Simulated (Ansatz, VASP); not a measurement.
**One calculation of Ga, two programs**

INCAR

```
ALGO = Normal ; EDIFF = 1E-6
ENCUT = 520 ; GGA = PS
ISIF = 2 ; ISMEAR = -1
LASPH = T ; LCHARG = F
LREAL = F ; LWAVE = F
NBANDS = 20 ; NELM = 100
PREC = Accurate ; SIGMA = 0.03
```

File KPOINTS:

```
k-points
0
Gamma
  14 14 11
```

File POSCAR:

```
Ga
1.0
    1.3875947181     -4.0398771747      0.0000000000
    1.3875947181      4.0398771747      0.0000000000
   -0.1178402022      0.0000000000      3.3409929716
Ga
2
Direct
    0.8690000000      0.1310000000      0.2500000000
    0.1310000000      0.8690000000      0.7500000000
```

Input for Ansatz:

```yaml
crystal:
  lattice:
    - [1.3875947181, -4.0398771747, 0.0]
    - [1.3875947181, 4.0398771747, 0.0]
    - [-0.1178402022, 0.0, 3.3409929716]
  atoms:
    - { symbol: Ga, position: [0.869, 0.131, 0.25] }
    - { symbol: Ga, position: [0.131, 0.869, 0.75] }
kpoints:
  mp_grid: { grid: [14, 14, 11] }
  band_path:
    path:
      - [0.0, 0.0, 0.0]
      - [-0.5, 0.5, 0.0]
      - [-0.5, 0.5, 0.5]
      - [0.0, 0.0, 0.5]
      - [0.0, 0.0, 0.0]
      - [-0.5, 0.0, 0.5]
      - [0.0, 0.0, 0.0]
      - [-0.5, 0.0, 0.0]
    npoints: 5
scf:
  occupations: { method: fermi_dirac, width: 0.03 }
hamiltonian:
  xc: pbesol
  pseudopotentials: { kind: all_electron, lapw: { basis_error: 0.0005 } }
output:
  forces: true
  stress: true
  eigenvalues: true
```

Change from the starting cell: volume scaled by 1.01.

Alike in both runs: task single point; functional PBEsol; k mesh 14 × 14 × 11; occupations fermi-dirac, width 0.03 eV; no spin polarisation.

|  | VASP | Ansatz |
| --- | --- | --- |
| version | VASP 6.6.1 | Ansatz 0.2.0 |
| potentials or method | VASP PAW PBE potentials, release 64 (Ga_d), cutoff 520 eV | all-electron LAPW, scalar-relativistic |

|  | VASP | Ansatz | Ansatz less VASP |
| --- | --- | --- | --- |
| pressure (GPa) | -2.4 | -2.4 | +0.05 |
| traceless stress, the component that is largest in VASP (GPa) | -0.08 | -0.08 | -0.001 |
| rms of the force components (eV/Å) | 0.103 | 0.103 | 0.0000 |

VASP's potentials were made for PBE, not for PBEsol. Atom by atom the forces differ by 0.000 eV/Å (rms over components). Ansatz ran all-electron here, and VASP with PAW potentials.
